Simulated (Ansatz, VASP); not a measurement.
## C: VASP beside Ansatz

```xyz
2
Lattice="0.9437 2.3591 2.3591 2.3591 0.9437 2.3591 2.3591 2.3591 0.9437" Properties=species:S:1:pos:R:3 pbc="T T T"
C     2.8310    2.8310    2.8310
C     4.2465    4.2465    4.2465
```

Alike in both runs: task single point; functional PBE; k mesh 12 × 12 × 12; occupations gaussian, width 0.05 eV; no spin polarisation.

```csv
,VASP,Ansatz
version,VASP 6.6.1,Ansatz 0.2.0
potentials or method,"VASP PAW PBE potentials, release 64 (C), cutoff 520 eV","scalar-relativistic, plane waves, PAW"
valence electrons in the cell,8,8
```

|  | VASP | Ansatz | Ansatz less VASP |
| --- | --- | --- | --- |
| gap on the k mesh at the Fermi level (eV) | none | none | - |
| rms of the force components (eV/Å) | 0.084 | 0.143 | +0.0589 |

Atom by atom the forces differ by 0.059 eV/Å (rms over components). A gap of «none» marks a metal or a gap that the smearing closes.
